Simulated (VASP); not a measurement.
Input of a VASP 6.6.1 run:

The input INCAR:

```
SYSTEM = Bi
PREC     = Accurate       ! precision mode
ENCUT    = 520            ! plane-wave cutoff, eV
EDIFF    = 1E-7           ! SCF threshold, eV
ISMEAR   = -1             ! smearing method
SIGMA    = 0.1            ! smearing width, eV
LREAL    = .False.        ! projectors in reciprocal space
LASPH    = .True.         ! aspherical terms in the spheres
NELM     = 80             ! most SCF steps
ALGO     = Normal         ! electronic algorithm
ISIF     = 2              ! what is computed and relaxed
LWAVE    = .False.        ! write WAVECAR
LCHARG   = .False.        ! write CHGCAR
GGA      = CA             ! functional
NBANDS   = 14             ! bands
```

The input KPOINTS:

```
regular mesh
0
Gamma
  14 14 14
  0 0 0
```

POSCAR

```
Bi
1.0
    0.0000000000      2.1787984333      2.1787984333
    2.1787984333      0.0000000000      2.1787984333
    2.1787984333      2.1787984333      0.0000000000
Bi
1
Direct
    0.0000000000      0.0000000000      0.0000000000
```

Potentials or basis: VASP PAW LDA potentials, release 64 (Bi_d).

Run with:

```console
$ cat potpaw_LDA.64/Bi_d/POTCAR > POTCAR
$ mpirun -np 1 vasp_std > vasp.out
```

What does it give for the pressure?

51.3 GPa.
